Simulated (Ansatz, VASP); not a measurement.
# One calculation of HfO2, two programs

```xyz
3
Lattice="0.0000 2.5912 2.5912 2.5912 0.0000 2.5912 2.5912 2.5912 0.0000" Properties=species:S:1:pos:R:3 pbc="T T T"
Hf    0.0000    0.0000    0.0000
O     1.2956    1.2956    1.2956
O     3.8867    3.8867    3.8867
```

Alike in both runs: task single point; functional PBE; dispersion D3(BJ); k mesh 6 × 6 × 6; no spin polarisation.

```csv
,VASP,Ansatz
version,VASP 6.6.1,Ansatz 0.2.0
potentials or method,"VASP PAW PBE potentials, release 64 (Hf_pv, O), cutoff 520 eV","plane waves, PAW"
occupations,"gaussian, width 0.01 eV",fixed
valence electrons in the cell,22,38
```

|  | VASP | Ansatz | Ansatz less VASP |
| --- | --- | --- | --- |
| pressure (GPa) | -17.4 | -14.2 | +3.15 |

VASP's potentials hold 22 valence electrons a cell and Ansatz's 38, so a difference there can come from the potentials and not from the codes.

Neither program's run includes spin-orbit coupling.
